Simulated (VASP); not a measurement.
Input of a VASP 6.6.1 run:

File INCAR:

```
SYSTEM = Se2O
PREC = Accurate
ENCUT = 520
EDIFF = 1E-7
ISMEAR = -1
SIGMA = 0.06122561905347299
LREAL = .False.
LASPH = .True.
NELM = 60
ALGO = Normal
ISIF = 2
LWAVE = .False.
LCHARG = .False.
GGA = PE
NBANDS = 16
```

The input KPOINTS:

```
regular mesh
0
Gamma
  32 32 32
  0 0 0
```

The input POSCAR:

```
Se2O
1.0
    0.0000000000      2.9608645523      2.9608645523
    2.9608645523      0.0000000000      2.9608645523
    2.9608645523      2.9608645523      0.0000000000
Se O
2 1
Direct
    0.2500000000      0.2500000000      0.2500000000
    0.7500000000      0.7500000000      0.7500000000
    0.0000000000      0.0000000000      0.0000000000
```

Potentials or basis: VASP PAW PBE potentials, release 64 (Se, O).

Run with:

```sh
$ cat potpaw_PBE.64/Se/POTCAR potpaw_PBE.64/O/POTCAR > POTCAR
$ mpirun -np 1 vasp_std > vasp.out
```

**Question.** Estimate the band gap on the k mesh.

**Answer.** Zero (bands 9 and 10 overlap by 1.45 eV).

**Question.** Predict the pressure.

**Answer.** -3.1 GPa.

Caveat: the cell stands under tension.
